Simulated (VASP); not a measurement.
A run of VASP 6.6.1 is set up as follows.

File INCAR:

```
PREC = Accurate
ENCUT = 520
EDIFF = 1E-7
ISMEAR = -1
SIGMA = 0.05
LREAL = False
LASPH = True
NELM = 60
ALGO = Normal
ISIF = 2
LWAVE = False
LCHARG = False
GGA = PE
NBANDS = 21
```

Contents of KPOINTS:

```
Automatic mesh
0
Gamma
  15 15 8
```

File POSCAR:

```
Sn
1.0
    2.9914946174      0.0000000000      0.0000000000
   -1.4957473087      2.5907103339      0.0000000000
    0.0000000000      0.0000000000      4.9070207378
Sn
2
Direct
    0.3333333333      0.6666666667      0.2500000000
    0.6666666667      0.3333333333      0.7500000000
```

Potentials or basis: VASP PAW PBE potentials, release 64 (Sn_d).

The run is started by

```bash
$ cat potpaw_PBE.64/Sn_d/POTCAR > POTCAR
$ mpirun -np 1 vasp_std > vasp.out
```

**Question.** Predict the band gap on the k mesh.

**Answer.** Zero (bands 14 and 15 overlap by 11.79 eV).

**Question.** Predict the pressure.

**Answer.** 43.9 GPa.

Caveat: the cell stands under pressure; spin-orbit coupling is left out, which moves the levels of the heavy elements.
